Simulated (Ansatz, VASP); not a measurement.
## TiTe2: VASP beside Ansatz

```xyz
3
Lattice="3.7770 0.0000 0.0000 -1.8885 3.2710 0.0000 0.0000 0.0000 6.4980" Properties=species:S:1:pos:R:3 pbc="T T T"
Te    0.0000    2.1807    4.7903
Te    1.8885    1.0903    1.7077
Ti    0.0000    0.0000    0.0000
```

Alike in both runs: task single point; functional PBEsol; k mesh 12 × 12 × 6; occupations gaussian, width 0.02 eV; no spin polarisation.

|  | VASP | Ansatz |
| --- | --- | --- |
| version | VASP 6.6.1 | Ansatz 0.2.0 |
| potentials or method | VASP PAW PBE potentials, release 64 (Te, Ti_sv), cutoff 520 eV | scalar-relativistic, plane waves, PAW |
| valence electrons in the cell | 24 | 44 |

Ansatz gave:

```
gap on the k mesh at the Fermi level (eV)                     : none
pressure (GPa)                                                : -2.3
traceless stress, the component that is largest in VASP (GPa) : 0.70
rms of the force components (eV/Å)                            : 0.052
```

**Question.** What did VASP give for the same quantities?

**Answer.** gap on the k mesh at the Fermi level (eV): none; pressure (GPa): -2.2; traceless stress, the component that is largest in VASP (GPa): 0.71; rms of the force components (eV/Å): 0.043.

VASP's potentials were made for PBE, not for PBEsol. Atom by atom the forces differ by 0.009 eV/Å (rms over components). A gap of «none» marks a metal or a gap that the smearing closes. VASP's potentials hold 24 valence electrons a cell and Ansatz's 44, so a difference there can come from the potentials and not from the codes. Ansatz's warnings: stress scf threshold loose.

Neither program's run includes spin-orbit coupling.
